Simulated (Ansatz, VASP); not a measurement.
# Two plane-wave programs on Pt

File INCAR:

```
  PREC = Accurate
  ENCUT = 520
  EDIFF = 1E-6
  ISMEAR = 0
  SIGMA = 0.15
  LREAL = False
  LASPH = True
  NELM = 80
  ALGO = Normal
  ISIF = 2
  LWAVE = False
  LCHARG = True
  GGA = PS
  LELF = True
  LVHAR = True
  NBANDS = 17
```

File KPOINTS:

```
regular mesh
0
Gamma
  18 18 10
```

File POSCAR:

```
Pt
1.0
    2.7251897179      0.0000000000      0.0000000000
   -1.3625948590      2.3600835258      0.0000000000
    0.0000000000      0.0000000000      4.7069219539
Pt
2
Direct
    0.6666666667      0.3333333333      0.7500000000
    0.3333333333      0.6666666667      0.2500000000
```

Input for Ansatz:

```yaml
crystal:
  lattice:
    - [2.7251897179, 0.0, 0.0]
    - [-1.362594859, 2.3600835258, 0.0]
    - [0.0, 0.0, 4.7069219539]
  atoms:
    - { symbol: Pt, position: [0.6666666667, 0.3333333333, 0.75] }
    - { symbol: Pt, position: [0.3333333333, 0.6666666667, 0.25] }
basis:
  ecutwfc: 420
kpoints:
  mp_grid: { grid: [18, 18, 10] }
hamiltonian:
  xc: pbesol
scf:
  occupations: { method: gaussian, width: 0.15 }
output:
  forces: true
  stress: true
  eigenvalues: true
  write_density: true
  write_potential: true
  elf: true
  volumetric_format: npy
```

Alike in both runs: task single point; functional PBEsol; k mesh 18 × 18 × 10; occupations gaussian, width 0.15 eV; no spin polarisation.

```csv
,VASP,Ansatz
version,VASP 6.6.1,Ansatz 0.2.0
potentials or method,"VASP PAW PBE potentials, release 64 (Pt), cutoff 520 eV","scalar-relativistic, plane waves, PAW"
valence electrons in the cell,20,36
```

Ansatz gave:

```
gap on the k mesh at the Fermi level (eV)                     : none
pressure (GPa)                                                : 0.1
traceless stress, the component that is largest in VASP (GPa) : -0.29
```

Task: Estimate VASP's values.

Result: gap on the k mesh at the Fermi level (eV): none; pressure (GPa): -0.3; traceless stress, the component that is largest in VASP (GPa): -0.41.

VASP's potentials were made for PBE, not for PBEsol. A gap of «none» marks a metal or a gap that the smearing closes. VASP's potentials hold 20 valence electrons a cell and Ansatz's 36, so a difference there can come from the potentials and not from the codes.

Neither program's run includes spin-orbit coupling.
